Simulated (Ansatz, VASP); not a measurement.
**One calculation of BaF2, two programs**

File POSCAR:

```
BaF2
1.0
    0.0000000000      3.1000500000      3.1000500000
    3.1000500000      0.0000000000      3.1000500000
    3.1000500000      3.1000500000      0.0000000000
Ba F
1 2
Direct
    0.0000000000      0.0000000000      0.0000000000
    0.2500000000      0.2500000000      0.2500000000
    0.7500000000      0.7500000000      0.7500000000
```

INCAR.step1

```
SYSTEM = BaF2
PREC = Accurate ; ENCUT = 660
ISMEAR = 0 ; SIGMA = 0.02
LREAL = .FALSE. ; LASPH = .TRUE.
NELM = 120 ; NBANDS = 19
GGA = PE ; ALGO = Normal
EDIFF = 1E-5 ; LWAVE = .TRUE.
LCHARG = .FALSE. ; GGA_COMPAT = .FALSE.
```

Contents of INCAR.step2:

```
SYSTEM = BaF2
PREC = Accurate ; ENCUT = 660
EDIFF = 1E-6 ; ISMEAR = 0
SIGMA = 0.02 ; LREAL = .FALSE.
LASPH = .TRUE. ; NELM = 120
ALGO = Normal ; ISIF = 2
LWAVE = .FALSE. ; LCHARG = .FALSE.
METAGGA = R2SCAN ; LMIXTAU = .TRUE.
NBANDS = 19 ; ISTART = 1
GGA_COMPAT = .FALSE.
```

Contents of KPOINTS:

```
regular mesh
0
G
  6 6 6
  0 0 0
```

Input for Ansatz:

```yaml
crystal:
  lattice:
    - [0.0, 3.10005, 3.10005]
    - [3.10005, 0.0, 3.10005]
    - [3.10005, 3.10005, 0.0]
  atoms:
    - { symbol: Ba, position: [0.0, 0.0, 0.0] }
    - { symbol: F, position: [0.25, 0.25, 0.25] }
    - { symbol: F, position: [0.75, 0.75, 0.75] }
basis:
  ecutwfc: 500
kpoints:
  mp_grid: { grid: [6, 6, 6] }
hamiltonian:
  xc: r2scan
scf:
  occupations: { method: gaussian, width: 0.02 }
output:
  forces: true
  stress: true
  eigenvalues: true
  populations: true
```

Alike in both runs: task single point; functional r2SCAN; k mesh 6 × 6 × 6; occupations gaussian, width 0.02 eV; no spin polarisation.

|  | VASP | Ansatz |
| --- | --- | --- |
| version | VASP 6.6.1 | Ansatz 0.2.0 |
| potentials or method | VASP PAW PBE potentials, release 64 (Ba_sv, F), cutoff 660 eV | scalar-relativistic, plane waves, PAW |
| valence electrons in the cell | 24 | 24 |

```tsv
	VASP	Ansatz	Ansatz less VASP
gap on the k mesh at the Fermi level (eV)	7.35	7.42	+0.078
least direct gap on the mesh (eV)	7.42	7.50	+0.087
pressure (GPa)	0.7	-0.2	-0.88
```

VASP's potentials were made for PBE, not for r2SCAN.

Neither program's run includes spin-orbit coupling.
